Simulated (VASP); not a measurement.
Write the native input for VASP 6.6.1 that does the following.

```yaml
Task: relaxation of cell and atoms
Functional: PBE
Potentials_or_basis: VASP PAW PBE potentials, release 64 (Be, S)
Cutoff: 600 eV
k_mesh: 8 × 8 × 8
Occupations: gaussian, width 0.02 eV
Spin: no spin polarisation
Dipole_correction: no
Further_INCAR_settings: ALGO = Normal; EDIFF = 1e-07; IBRION = 2; EDIFFG = -0.002; NSW = 100; ISIF = 3
```

The structure of BeS (pbe) lies in POSCAR:

```
BeS
1.0
    0.0000000000      2.4350000000      2.4350000000
    2.4350000000      0.0000000000      2.4350000000
    2.4350000000      2.4350000000      0.0000000000
Be S
1 1
Direct
    0.0000000000      0.0000000000      0.0000000000
    0.2500000000      0.2500000000      0.2500000000
```

One way to write it, as run:

INCAR

```
PREC     = Accurate       # precision mode
ENCUT    = 600            # plane-wave cutoff, eV
EDIFF    = 1E-7           # SCF threshold, eV
ISMEAR   = 0              # smearing method
SIGMA    = 0.02           # smearing width, eV
LREAL    = F              # projectors in reciprocal space
LASPH    = T              # aspherical terms in the spheres
NELM     = 120            # most SCF steps
ALGO     = Normal         # electronic algorithm
ISIF     = 3              # what is computed and relaxed
LWAVE    = F              # write WAVECAR
LCHARG   = F              # write CHGCAR
GGA      = PE             # functional
IBRION   = 2              # ionic algorithm
NSW      = 100            # ionic steps
EDIFFG   = -0.002         # ionic threshold
GGA_COMPAT= F            
NELMIN   = 4
```

KPOINTS

```
regular mesh
0
Gamma
  8 8 8
```

Potentials or basis: VASP PAW PBE potentials, release 64 (Be, S).

The run is started by

```console
$ cat potpaw_PBE.64/Be/POTCAR potpaw_PBE.64/S/POTCAR > POTCAR
$ mpirun -np 1 vasp_std > vasp.out
```

It gave:

| Quantity | Value |
| --- | --- |
| Relaxed volume | 14.50 Å³/atom |
| Relaxed cell | a = 3.448 Å, b = 3.448 Å, c = 3.448 Å, α = 60.00°, β = 60.00°, γ = 60.00° |
| Space group after relaxing (to 0.05 Å) | F-43m (No. 216) |
| Energy gained by relaxing | 0.1 meV/atom |
| Ionic steps | 3 |
| Pressure after relaxing | 0.0 GPa |
| Band gap on the k mesh | 3.15 eV, indirect (least direct gap 5.68 eV) |

Wall time 31 s on 1 thread of Intel Xeon 8259CL, on a shared host, peak memory 0.15 GiB.
